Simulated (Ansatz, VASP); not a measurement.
# Pt in VASP and in Ansatz

```
Pt
1.0
     3.84829    0.00000    0.00122
     0.00000    3.84829    0.00000
    -1.92350    0.00000    2.06852
Pt
2
Cartesian
  0.0000 0.0000 0.0000
  1.9241 1.9241 0.0006
```

Change from the starting cell: band edges of the strained film's bulk.

Alike in both runs: task single point; functional PBE; k mesh 9 × 9 × 17; occupations gaussian, width 0.1 eV; no spin polarisation.

```csv
,VASP,Ansatz
version,VASP 6.6.1,Ansatz 0.2.0
potentials or method,"VASP PAW PBE potentials, release 64 (Pt), cutoff 520 eV","scalar-relativistic, plane waves, PAW"
valence electrons in the cell,20,36
```

Ansatz gave:

| Property | Result |
| --- | --- |
| gap on the k mesh at the Fermi level (eV) | none |
| pressure (GPa) | 6.2 |
| traceless stress, the component that is largest in VASP (GPa) | -6.22 |

Task: What did VASP give for the same quantities?

Result: gap on the k mesh at the Fermi level (eV): none; pressure (GPa): 5.7; traceless stress, the component that is largest in VASP (GPa): -6.16.

A gap of «none» marks a metal or a gap that the smearing closes. VASP's potentials hold 20 valence electrons a cell and Ansatz's 36, so a difference there can come from the potentials and not from the codes.

Spin-orbit coupling is off throughout.
